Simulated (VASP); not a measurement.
# Ge (Fm-3m) in VASP: further runs

The runs below take Ge through single point, with PBE, BLYP.

Program: VASP 6.6.1. These are calculated values, not measurements. Logs are shortened: lines on timing, memory, paths and dates and some standing lists are left out, and cuts for length are marked.

**1. The cell of the first run**

The structure is cubic, space group Fm-3m (No. 225). The conventional cell has a = 4.120 Å, b = 4.120 Å, c = 4.120 Å, α = 90.00°, β = 90.00°, γ = 90.00°. Ge (site symmetry m-3m) has 12 Ge at 2.91 Å within 3.8 Å.

**2. Single point, PBE**

File INCAR:

```
PREC     = Accurate       # precision mode
ENCUT    = 500            # plane-wave cutoff, eV
EDIFF    = 1E-6           # SCF threshold, eV
ISMEAR   = 0              # smearing method
SIGMA    = 0.1            # smearing width, eV
LREAL    = F              # projectors in reciprocal space
LASPH    = T              # aspherical terms in the spheres
NELM     = 120            # most SCF steps
ALGO     = Normal         # electronic algorithm
ISIF     = 2              # what is computed and relaxed
LWAVE    = F              # write WAVECAR
LCHARG   = F              # write CHGCAR
GGA      = PE             # functional
NBANDS   = 13             # bands
GGA_COMPAT= F
```

File KPOINTS:

```
regular mesh
0
Gamma
  10 10 10
```

File POSCAR:

```
Ge
1.0
    0.0000000000      2.0598890061      2.0598890061
    2.0598890061      0.0000000000      2.0598890061
    2.0598890061      2.0598890061      0.0000000000
Ge
1
Direct
    0.0000000000      0.0000000000      0.0000000000
```

Potentials or basis: VASP PAW PBE potentials, release 64 (Ge_d).

On the command line:

```
$ cat potpaw_PBE.64/Ge_d/POTCAR > POTCAR
$ mpirun -np 1 vasp_std > vasp.out
```

OUTCAR:

```text
PREC = Accurate
   ENCUT = 500
   EDIFF = 1E-6
   ISMEAR = 0
   LREAL = F
   LASPH = T
   NELM = 120
   ISIF = 2
   GGA = PE

 ion  position               nearest neighbor table
   1  0.000  0.000  0.000-

  LATTYP: Found a face centered cubic cell.
 ALAT       =     4.1197780122

  Lattice vectors:

 A1 = (   0.0000000000,   2.0598890061,   2.0598890061)
 A2 = (   2.0598890061,   0.0000000000,   2.0598890061)
 A3 = (   2.0598890061,   2.0598890061,   0.0000000000)

Analysis of symmetry for initial positions (statically):
=====================================================================
 Subroutine PRICEL returns:
 Original cell was already a primitive cell.

 Routine SETGRP: Setting up the symmetry group for a
 face centered cubic supercell.

 Subroutine GETGRP returns: Found 48 space group operations
[... 9 lines left out ...]

 Routine SETGRP: Setting up the symmetry group for a
 face centered cubic supercell.

 Subroutine GETGRP returns: Found 48 space group operations
[... 11 lines left out ...]
                                     Primitive cell

  volume of cell :      17.4808

  direct lattice vectors                    reciprocal lattice vectors
     0.000000000  2.059889006  2.059889006    -0.242731525  0.242731525  0.242731525
     2.059889006  0.000000000  2.059889006     0.242731525 -0.242731525  0.242731525
     2.059889006  2.059889006  0.000000000     0.242731525  0.242731525 -0.242731525

  length of vectors
     2.913122969  2.913122969  2.913122969     0.420423334  0.420423334  0.420423334

  position of ions in fractional coordinates (direct lattice)
     0.000000000  0.000000000  0.000000000

  ion indices of the primitive-cell ions
   primitive index   ion index
                 1           1

----------------------------------------------------------------------------------------

 KPOINTS: regular mesh

Automatic generation of k-mesh.
 Grid dimensions read from file:
 generate k-points for:   10   10   10

 Generating k-lattice:

  Cartesian coordinates                     Fractional coordinates (reciprocal lattice)
    -0.024273153  0.024273153  0.024273153     0.100000000  0.000000000  0.000000000
     0.024273153 -0.024273153  0.024273153     0.000000000  0.100000000  0.000000000
     0.024273153  0.024273153 -0.024273153     0.000000000  0.000000000  0.100000000

  Length of vectors
     0.042042333  0.042042333  0.042042333

  Shift w.r.t. Gamma in fractional coordinates (k-lattice)
     0.000000000  0.000000000  0.000000000

 Subroutine IBZKPT returns following result:
 ===========================================

[... 55 lines left out ...]
   POTIM  = 0.5000    time-step for ionic-motion
   TEBEG  =    0.0;   TEEND  =   0.0 temperature during run
   PSTRESS=    0.0 pullay stress
   NELECT =      14.0000    total number of electrons
   NUPDOWN=      -1.0000    fix difference up-down
   EMIN   =  10.00;   EMAX   =-10.00  energy-range for DOS
   EFERMI =   0.00;   METHOD = LEGACY
   ISMEAR =     0;   SIGMA  =   0.10  broadening in eV -4-tet -1-fermi 0-gaus
   EFERMI_NEDOS =   21; number of points for ismear=-14 and -15
   IALGO  =     38    algorithm
   IMIX   =      4    mixing-type and parameters
     AMIX     =   0.40;   BMIX     =  1.00
     AMIX_MAG =   1.60;   BMIX_MAG =  1.00
  volume/ion in A,a.u.               =      17.48       117.97
  Fermi-wavevector in a.u.,A,eV,Ry     =   1.520304  2.872957 31.447464  2.311323
  Thomas-Fermi vector in A             =   2.629172
   LORBIT       =      0    0 simple, 1 ext, 2 COOP (PROOUT), +10 PAW based schemes
   GGA     = PE    functional components
   LHFCALC =     F    Hartree Fock is set to
   AEXX    =    0.0000 exact exchange contribution
   IVDW    =     0    specifies the selected vdW correction
   LEPSILON=     F    determine dielectric tensor
   LRPA    =     F    only Hartree local field effects (RPA)
 non-spin polarized calculation
 Gauss-broadening in eV      SIGMA  =   0.10
  energy-cutoff  :      500.00
  volume of cell :       17.48
 maximum number of plane-waves:       459
 NGX is ok and might be reduce to    24
   NGX = 11   NGY = 11   NGZ = 11

 number of electron      14.0000003 magnetization

 Free energy of the ion-electron system (eV)
  ---------------------------------------------------
  ext. energy  EPLUGINS =         0.00000000
  ---------------------------------------------------
  free energy    TOTEN  =        -4.13217023 eV

  energy without entropy =       -4.12565153  energy(sigma->0) =       -4.12891088

 E-fermi :   7.7551     XC(G=0): -11.6875

 val. band max:        7.7348839014   @ k =   0.4000   0.2000   0.1000
 cond. band min:       7.7703693597   @ k =  -0.2000   0.3000   0.1000
 fundamental gap:      0.0354854583
 Fermi energy:         7.7551039994

 k-point     1 :       0.0000    0.0000    0.0000
  band No.  band energies     occupation
      1     -17.1164      2.00000
      2     -17.1164      2.00000
      3     -17.1164      2.00000
      4     -17.0532      2.00000
      5     -17.0532      2.00000
      6      -6.1908      2.00000
      7      17.4208      0.00000
      8      17.4208      0.00000
      9      17.4208      0.00000
     10      22.2493      0.00000
     11      22.2493      0.00000
     12      22.2493      0.00000
     13      23.0634      0.00000
[... 354 lines left out ...]
  band No.  band energies     occupation
      1     -17.1678      2.00000
      2     -17.1212      2.00000
      3     -17.0269      2.00000
      4     -17.0141      2.00000
      5     -16.9973      2.00000
      6      -1.6926      2.00000
      7       7.9680      0.00261
      8       9.9233      0.00000
      9      11.4535      0.00000
     10      15.4416      0.00000
     11      17.3876      0.00000
     12      30.3950      0.00000
     13      31.3362      0.00000

 [... further k-points ...]

------------------------ aborting loop because EDIFF is reached ----------------------------------------

  FORCE on cell =-STRESS in cart. coord.  units (eV):
  Direction    XX          YY          ZZ          XY          YZ          ZX
  --------------------------------------------------------------------------------------
  -------------------------------------------------------------------------------------
  Total        0.9316028      0.9316028      0.9316028     -0.0000000      0.0000000      0.0000000
  in kB       85.3846712     85.3846712     85.3846712     -0.0000000      0.0000000      0.0000000
  external PRESSURE =      85.3846712 kB  Pullay stress =       0.0000000 kB

 VOLUME and BASIS-vectors are now :
 -----------------------------------------------------------------------------
  energy-cutoff  :      500.00
  volume of cell :       17.48
      direct lattice vectors                 reciprocal lattice vectors
     0.000000000  2.059889006  2.059889006    -0.242731525  0.242731525  0.242731525
     2.059889006  0.000000000  2.059889006     0.242731525 -0.242731525  0.242731525
     2.059889006  2.059889006  0.000000000     0.242731525  0.242731525 -0.242731525

 POSITION                                       TOTAL-FORCE (eV/Angst)
 -----------------------------------------------------------------------------------
      0.00000      0.00000      0.00000        -0.000000     -0.000000     -0.000000
 -----------------------------------------------------------------------------------
    total drift:                               -0.000000      0.000000      0.000000

  FREE ENERGIE OF THE ION-ELECTRON SYSTEM (eV)
  ---------------------------------------------------
  free  energy   TOTEN  =        -4.1321702330 eV

  energy  without entropy=       -4.1256515300  energy(sigma->0) =       -4.12891088
```

OSZICAR:

```text
N       E                     dE             d eps       ncg     rms          rms(c)
DAV:   1     0.597010028429E+02    0.59701E+02   -0.70125E+03  1360   0.293E+03
DAV:   2     0.745249445642E+00   -0.58956E+02   -0.55931E+02  1282   0.413E+02
DAV:   3    -0.409088099095E+01   -0.48361E+01   -0.48032E+01  1415   0.681E+01
DAV:   4    -0.414776096483E+01   -0.56880E-01   -0.56873E-01  1407   0.788E+00
DAV:   5    -0.414825443077E+01   -0.49347E-03   -0.49346E-03  1472   0.793E-01    0.127E+00
DAV:   6    -0.413748457467E+01    0.10770E-01   -0.58833E-03  1547   0.171E+00    0.706E-01
DAV:   7    -0.413233702081E+01    0.51476E-02   -0.44511E-03  1532   0.110E+00    0.554E-02
DAV:   8    -0.413216464061E+01    0.17238E-03   -0.36456E-04  1477   0.463E-01    0.234E-02
DAV:   9    -0.413216969555E+01   -0.50549E-05   -0.55324E-06  1463   0.224E-02    0.599E-03
DAV:  10    -0.413217023297E+01   -0.53742E-06   -0.29790E-07   976   0.132E-02
   1 F= -.41321702E+01 E0= -.41289109E+01  d E =-.651870E-02
```

It took 9.1 s on 1 thread of AMD EPYC 7R43 (Zen 3), shared host; peak memory 0.1 GiB.

Results:

```yaml
Free_energy: -4.1322 eV
Pressure: 8.5 GPa
Band_gap_on_the_k_mesh: zero (band 7 reaches 17.42 eV, above the bottom of band 8 at 5.18 eV)
```

Levels at points of the mesh, in eV from the Fermi level:
| k point | band 4 | band 5 | band 6 | band 7 | band 8 | band 9 | band 10 | band 11 |
| --- | --- | --- | --- | --- | --- | --- | --- | --- |
| (0.00, 0.00, 0.00) | -24.81 | -24.81 | -13.95 | 9.67 | 9.67 | 9.67 | 14.49 | 14.49 |
| (0.50, 0.00, 0.00) | -24.75 | -24.75 | -8.15 | -6.12 | 7.37 | 7.37 | 12.92 | 13.06 |
| (0.50, 0.50, 0.00) | -24.73 | -24.73 | -5.58 | -4.76 | 2.70 | 2.70 | 6.62 | 6.70 |

**3. Single point, BLYP**

This run uses another cell than the first one, of 18.48 Å³/atom, 1.057 times its volume.

File INCAR:

```
  AGGAC = 1.0
  AGGAX = 1.0
  ALDAC = 0.0
  ALDAX = 1.0
  ALGO = Normal
  EDIFF = 1E-6
  ENCUT = 500
  GGA = B5
  GGA_COMPAT = F
  ISIF = 2
  ISMEAR = 0
  LASPH = T
  LCHARG = F
  LREAL = F
  LWAVE = F
  NBANDS = 13
  NELM = 120
  PREC = Accurate
  SIGMA = 0.1
```

File KPOINTS:

```
k-points
0
Gamma
  10 10 10
```

File POSCAR:

```
Ge
1.0
    0.0000000000      2.0983605250      2.0983605250
    2.0983605250      0.0000000000      2.0983605250
    2.0983605250      2.0983605250      0.0000000000
Ge
1
Direct
    0.0000000000      0.0000000000      0.0000000000
```

Potentials or basis: VASP PAW PBE potentials, release 64 (Ge_d).

On the command line:

```
$ cat potpaw_PBE.64/Ge_d/POTCAR > POTCAR
$ mpirun -np 1 vasp_std > vasp.out
```

Run time: 14 s. Hardware: 1 thread of AMD EPYC 7R43 (Zen 3), shared host; peak memory 0.1 GiB.

Results (log left out):

| Quantity | Value |
| --- | --- |
| Free energy | -3.2319 eV |
| Pressure | 11.1 GPa |
| Band gap on the k mesh | zero (band 7 reaches 16.42 eV, above the bottom of band 8 at 5.23 eV) |

Levels at points of the mesh, in eV from the Fermi level:
```csv
k point,band 4,band 5,band 6,band 7,band 8,band 9,band 10,band 11
"(0.00, 0.00, 0.00)",-24.75,-24.75,-13.40,8.87,8.87,8.87,14.29,14.29
"(0.50, 0.00, 0.00)",-24.70,-24.70,-8.11,-5.59,6.78,6.78,12.49,12.99
"(0.50, 0.50, 0.00)",-24.68,-24.68,-5.77,-4.36,2.55,2.55,6.77,6.96
```

Caveat: the PAW data sets were made with another functional, which shifts forces and pressure a little.

**4. Single point, PBE**

This run uses another cell than the first one, of 18.48 Å³/atom, 1.057 times its volume.

File INCAR:

```
SYSTEM = Ge
PREC = Accurate
ENCUT = 500
EDIFF = 1E-6
ISMEAR = 0
SIGMA = 0.0057
LREAL = .False.
LASPH = .True.
NELM = 120
ALGO = Normal
ISIF = 2
LWAVE = .False.
LCHARG = .True.
GGA = PE
LELF = .True.
LVHAR = .True.
NBANDS = 13
GGA_COMPAT = .False.
```

File KPOINTS:

```
Automatic mesh
0
Gamma
  10 10 10
  0 0 0
```

POSCAR is that of step 3.

Potentials or basis: VASP PAW PBE potentials, release 64 (Ge_d).

On the command line:

```
$ cat potpaw_PBE.64/Ge_d/POTCAR > POTCAR
$ mpirun -np 1 vasp_std > vasp.out
```

OUTCAR:

```text
SYSTEM = Ge
   PREC = Accurate
   ENCUT = 500
   EDIFF = 1E-6
   ISMEAR = 0
   LREAL = .False.
   LASPH = .True.
   NELM = 120
   ISIF = 2
   GGA = PE

 ion  position               nearest neighbor table
   1  0.000  0.000  0.000-

  LATTYP: Found a face centered cubic cell.
 ALAT       =     4.1967210500

  Lattice vectors:

 A1 = (   0.0000000000,   2.0983605250,   2.0983605250)
 A2 = (   2.0983605250,   0.0000000000,   2.0983605250)
 A3 = (   2.0983605250,   2.0983605250,   0.0000000000)

[... 562 lines left out ...]
     13      29.8002      0.00000

 [... further k-points ...]

------------------------ aborting loop because EDIFF is reached ----------------------------------------

  FORCE on cell =-STRESS in cart. coord.  units (eV):
  Direction    XX          YY          ZZ          XY          YZ          ZX
  --------------------------------------------------------------------------------------
  -------------------------------------------------------------------------------------
  Total        0.4165934      0.4165934      0.4165934     -0.0000000      0.0000000     -0.0000000
  in kB       36.1204096     36.1204096     36.1204096     -0.0000000      0.0000000     -0.0000000
  external PRESSURE =      36.1204096 kB  Pullay stress =       0.0000000 kB

 VOLUME and BASIS-vectors are now :
 -----------------------------------------------------------------------------
  energy-cutoff  :      500.00
  volume of cell :       18.48
      direct lattice vectors                 reciprocal lattice vectors
     0.000000000  2.098360525  2.098360525    -0.238281265  0.238281265  0.238281265
     2.098360525  0.000000000  2.098360525     0.238281265 -0.238281265  0.238281265
     2.098360525  2.098360525  0.000000000     0.238281265  0.238281265 -0.238281265

 POSITION                                       TOTAL-FORCE (eV/Angst)
 -----------------------------------------------------------------------------------
      0.00000      0.00000      0.00000         0.000000      0.000000      0.000000
 -----------------------------------------------------------------------------------
    total drift:                               -0.000000     -0.000000     -0.000000

  FREE ENERGIE OF THE ION-ELECTRON SYSTEM (eV)
  ---------------------------------------------------
  free  energy   TOTEN  =        -4.1676712579 eV

  energy  without entropy=       -4.1675431232  energy(sigma->0) =       -4.16760719
```

OSZICAR:

```text
N       E                     dE             d eps       ncg     rms          rms(c)
DAV:   1     0.616773992029E+02    0.61677E+02   -0.69350E+03  1366   0.290E+03
DAV:   2     0.100827308230E+01   -0.60669E+02   -0.57524E+02  1302   0.406E+02
DAV:   3    -0.411993678085E+01   -0.51282E+01   -0.51104E+01  1457   0.688E+01
DAV:   4    -0.418118553026E+01   -0.61249E-01   -0.61242E-01  1407   0.815E+00
DAV:   5    -0.418174897579E+01   -0.56345E-03   -0.56344E-03  1517   0.837E-01    0.114E+00
DAV:   6    -0.417216106414E+01    0.95879E-02   -0.58804E-03  1532   0.165E+00    0.634E-01
DAV:   7    -0.416781993794E+01    0.43411E-02   -0.43218E-03  1527   0.105E+00    0.541E-02
DAV:   8    -0.416766554166E+01    0.15440E-03   -0.36018E-04  1487   0.448E-01    0.224E-02
DAV:   9    -0.416767078610E+01   -0.52444E-05   -0.52976E-06  1402   0.219E-02    0.535E-03
DAV:  10    -0.416767125786E+01   -0.47176E-06   -0.22367E-07   996   0.106E-02
   1 F= -.41676713E+01 E0= -.41676072E+01  d E =-.128135E-03
```

It took 10 s on 1 thread of AMD EPYC 7R43 (Zen 3), shared host; peak memory 0.1 GiB.

What came out:

* Free energy: -4.1677 eV
* Pressure: 3.6 GPa
* Band gap on the k mesh: zero (band 7 reaches 16.23 eV, above the bottom of band 8 at 4.69 eV)

Levels at points of the mesh, in eV from the Fermi level:
```tsv
k point	band 5	band 6	band 7	band 8	band 9	band 10
(0.00, 0.00, 0.00)	-24.73	-13.39	9.16	9.16	9.16	14.17
(0.50, 0.00, 0.00)	-24.68	-7.97	-5.71	7.02	7.02	12.37
(0.50, 0.50, 0.00)	-24.67	-5.58	-4.42	2.65	2.65	6.47
```

**5. Overview**

```tsv
level	cell	smearing	gap on the mesh (eV)	pressure (GPa)
PBE	a = 2.913 Å, angles 60.0°, 1 atom	gaussian 0.1 eV	none	8.5
BLYP	a = 2.968 Å, angles 60.0°, 1 atom	gaussian 0.1 eV	none	11.1
PBE	a = 2.968 Å, angles 60.0°, 1 atom	gaussian 0.0057 eV	none	3.6
```

Alike in all rows: task single point; potentials or basis VASP PAW PBE potentials, release 64 (Ge_d); no spin polarisation; k mesh 10 × 10 × 10; cutoff (eV) 500.

Caveats: the PAW data sets were made with another functional, which shifts forces and pressure a little (some runs).

Total energies depend on the potentials used, so only differences within one code and one set of settings carry meaning.
